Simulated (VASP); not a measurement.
A run of VASP 6.6.1:

INCAR

```
PREC     = Accurate       # precision mode
ENCUT    = 520            # plane-wave cutoff, eV
EDIFF    = 1E-6           # SCF threshold, eV
ISMEAR   = -1             # smearing method
SIGMA    = 0.17           # smearing width, eV
LREAL    = Auto         
LASPH    = T              # aspherical terms in the spheres
NELM     = 100            # most SCF steps
ALGO     = Normal         # electronic algorithm
ISIF     = 2              # what is computed and relaxed
LWAVE    = F              # write WAVECAR
LCHARG   = F              # write CHGCAR
GGA      = PS             # functional
NBANDS   = 86             # bands
```

Contents of KPOINTS:

```
regular mesh
0
Gamma
  3 3 3
```

The input POSCAR:

```
WC
1.0
   -2.8860900000     -4.9988550000      0.0000000000
    4.3291350000     -2.4994270000      0.0000000000
    0.0000000000      0.0000000000      5.6483400000
W C
8 8
Direct
    0.7339025490      0.4884829897      0.0339568794
    0.7426215780      0.4932100085      0.5436641562
    0.4909582973     -0.0106141684      0.0399232341
    0.4906931662     -0.0098438510      0.5413094821
    0.2418930018      0.4791546056      0.0323634909
    0.2412944743      0.4833523486      0.5351129712
   -0.0065595222     -0.0080458039      0.0412510578
   -0.0150701247     -0.0088686854      0.5391141468
    0.4893585177      0.6483356893      0.2826494156
    0.4795216494      0.6431637353      0.7951008615
    0.2614606921      0.1519932016      0.3001235761
    0.2494907707      0.1421653098      0.7734130736
   -0.0055053810      0.6441958902      0.2887397005
   -0.0175536307      0.6608106797      0.7894531845
    0.7359746765      0.1656656940      0.3030801970
    0.7376681003      0.1489157829      0.8010141033
```

Potentials or basis: VASP PAW PBE potentials, release 64 (W_sv, C).

The run is started by

```console
$ cat potpaw_PBE.64/W_sv/POTCAR potpaw_PBE.64/C/POTCAR > POTCAR
$ mpirun -np 1 vasp_std > vasp.out
```

Hardware: 1 thread of Intel(R) Xeon(R) Platinum 8259CL CPU @ 2.50GHz (Skylake/Cascade Lake), with other jobs on the host.

Q: How long does it take, and how much memory?

A: Wall time 5.8 min on 1 thread of Intel(R) Xeon(R) Platinum 8259CL CPU @ 2.50GHz (Skylake/Cascade Lake) (shared host), peak memory 0.34 GiB. Counts: scf iterations 16, k points 14.
